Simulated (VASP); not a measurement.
Crystal: KI.

```
CELL_PARAMETERS angstrom
4.97055 0.00000 0.00000
-2.48528 4.30462 0.00000
0.00000 0.00000 8.66828
ATOMIC_POSITIONS crystal
K 0.00000 0.00000 0.00000
K 0.00000 0.00000 0.50000
I 0.33333 0.66667 0.25000
I 0.66667 0.33333 0.75000
```

| Property | Result |
| --- | --- |
| Program | VASP 6.6.1 |
| Task | relaxation of cell and atoms |
| Functional | LDA |
| Potentials or basis | VASP PAW LDA potentials, release 64 (K_sv, I) |
| Cutoff | 500 eV |
| k mesh | 6 × 6 × 4 |
| Occupations | fermi-dirac, width 0.02 eV |
| Spin | no spin polarisation |

At the start: pressure -1.7 GPa; volume 46.37 Å³/atom.

Problem. Where does the relaxation end?

Solution. Over 10 steps the energy falls by 38.8 meV/atom and the volume is 39.86 Å³/atom (-14.0 %); space group P6_3/mmc (No. 194, to 0.1 Å) before and after.

The path:
```csv
step,energy change (eV),largest force (eV/Å),pressure (GPa),volume (Å³)
1,0.0000,0.0000,-1.65,185.47
2,-0.1074,0.0000,-1.05,172.94
3,-0.1535,0.0000,-0.16,161.35
4,-0.1544,0.0000,0.02,159.45
5,-0.1544,0.0000,-0.03,159.95
6,-0.1546,0.0000,-0.03,159.91
7,-0.1551,0.0000,-0.02,159.80
8,-0.1551,0.0000,-0.02,159.75
9,-0.1551,0.0000,-0.02,159.75
10,-0.1551,0.0000,0.01,159.45
```

Final structure:
```yaml
crystal:
  lattice:
    - [4.70871, 0.00000, 0.00000]
    - [-2.35436, 4.07787, 0.00000]
    - [0.00000, 0.00000, 8.30425]
  atoms:
    - { symbol: K, position: [0.00000, 0.00000, 0.00000] }
    - { symbol: K, position: [0.00000, 0.00000, 0.50000] }
    - { symbol: I, position: [0.33333, 0.66667, 0.25000] }
    - { symbol: I, position: [0.66667, 0.33333, 0.75000] }
```
